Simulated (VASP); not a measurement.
MgO (zincblende type), 2 atoms in the cell. The structure is cubic, space group F-43m (No. 216). The conventional cell has a = 4.702 Å, b = 4.702 Å, c = 4.702 Å, α = 90.00°, β = 90.00°, γ = 90.00°. Within 2.7 Å of Mg (site symmetry -43m) lie 4 O at 2.04 Å. O (site symmetry -43m) has 4 Mg at 2.04 Å within 2.7 Å.  This cell differs from its parent crystal: volume scaled by 1.06.

* Program: VASP 6.6.1
* Task: single point
* Functional: PBE
* Potentials or basis: VASP PAW PBE potentials, release 64 (Mg, O)
* Cutoff: 520 eV
* k mesh: 13 × 13 × 13
* Occupations: fermi-dirac, width 0.08 eV
* Spin: no spin polarisation
* Dipole correction: no
* Further INCAR settings: ALGO = Normal; EDIFF = 1e-07; NBANDS = 11

Potentials or basis: VASP PAW PBE potentials, release 64 (Mg, O).

Run with:

```bash
$ cat potpaw_PBE.64/Mg/POTCAR potpaw_PBE.64/O/POTCAR > POTCAR
$ mpirun -np 1 vasp_std > vasp.out
```

Hardware: 1 thread of Intel(R) Xeon(R) 6975P-C (Granite Rapids), with other jobs on the host.

Task: How long does it take, and how much memory?

Result: Wall time 12 s on 1 thread of Intel(R) Xeon(R) 6975P-C (Granite Rapids), on a shared host, peak memory 0.17 GiB. Counts: scf iterations 13, k points 84.
